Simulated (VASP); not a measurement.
**Na4NO: single point with PBE**

Na4NO:

```xyz
6
Lattice="4.1692 0.0000 0.0000 0.0000 4.1692 0.0000 0.0000 0.0000 6.1010" Properties=species:S:1:pos:R:3 pbc="T T T"
Na    0.0000    2.0846    1.5980
Na    2.0846    0.0000    4.5030
Na    0.0000    2.0846    4.5030
Na    2.0846    0.0000    1.5980
N     0.0000    0.0000    0.0000
O     2.0846    2.0846    3.0505
```

```json
{
 "Program": "VASP 6.6.1",
 "Task": "single point",
 "Functional": "PBE",
 "Potentials or basis": "VASP PAW PBE potentials, release 64 (Na_pv, N, O)",
 "Cutoff": "520 eV",
 "k mesh": "6 × 6 × 4",
 "Occupations": "methfessel-paxton, width 0.15 eV",
 "Spin": "no spin polarisation"
}
```

```json
{
  "Pressure": "-3.8 GPa",
  "Largest force": "0.054 eV/Å",
  "Band gap on the k mesh": "zero (an odd number of electrons rules out a gap without spin polarisation)"
}
```

Forces on the atoms (eV/Å):
```
Na   0.000  0.000 -0.054
Na   0.000  0.000  0.054
Na   0.000  0.000  0.054
Na   0.000  0.000 -0.054
N    0.000  0.000  0.000
O    0.000  0.000  0.000
```

Stress tensor (GPa, compression positive):
```
-3.71  0.00  0.00
 0.00 -3.71  0.00
 0.00  0.00 -3.97
```

Levels at points of the mesh, in eV from the Fermi level:
```csv
k point,band 16,band 17,band 18,band 19,band 20,band 21,band 22,band 23,band 24,band 25
"(0.00, 0.00, 0.00)",-0.63,-0.63,-0.03,0.11,0.11,1.17,3.77,7.09,8.33,9.68
"(0.50, 0.00, 0.00)",-1.08,-0.86,-0.54,-0.26,0.19,3.98,4.44,6.74,6.79,7.37
"(0.50, 0.50, 0.00)",-1.36,-0.70,-0.41,-0.41,-0.06,3.70,3.89,7.34,7.34,8.11
"(0.00, 0.00, 0.50)",-0.89,-0.61,-0.61,0.09,0.09,2.98,3.09,7.61,7.80,9.00
"(0.50, 0.00, 0.50)",-1.50,-0.54,-0.32,-0.02,0.19,4.67,4.93,5.20,5.42,8.69
"(0.50, 0.50, 0.50)",-1.15,-0.78,-0.67,-0.67,-0.20,4.50,4.52,7.18,7.18,7.44
```

Run time: 73 s on 1 thread of Intel(R) Xeon(R) Platinum 8259CL CPU @ 2.50GHz (Skylake/Cascade Lake), with other jobs on the host, peak memory 0.25 GiB.

Caveat: the cell stands under tension; an odd number of electrons without spin polarisation forces a metal; a magnetic or distorted state may lie lower.
